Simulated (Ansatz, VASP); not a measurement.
Ga: VASP beside Ansatz

```
CELL_PARAMETERS angstrom
2.72226 0.00000 0.00000
0.00000 2.72226 0.00000
0.00000 0.00000 2.72226
ATOMIC_POSITIONS crystal
Ga 0.00000 0.00000 0.00000
```

Alike in both runs: functional PBE; k mesh 15 × 15 × 15; occupations fermi-dirac, width 0.05 eV; non-collinear spin, spin-orbit coupling.

Ansatz relaxed the structure, and its values are those at the end. VASP's run is a single point on that final structure, the one shown.

|  | VASP | Ansatz |
| --- | --- | --- |
| version | VASP 6.6.1 | Ansatz 0.2.0 |
| potentials or method | VASP PAW PBE potentials, release 64 (Ga_d) | PAW with Ansatz's default frozen-core files, fully relativistic files with spin-orbit coupling |
| plane-wave cutoff (eV) | 520 | 420 |
| valence electrons in the cell | 13 | 13 |

|  | VASP | Ansatz | Ansatz less VASP |
| --- | --- | --- | --- |
| pressure (GPa) | 0.0 | 0.0 | -0.04 |
| net moment per atom (μB) | 0.00 | 0.00 | 0.000 |
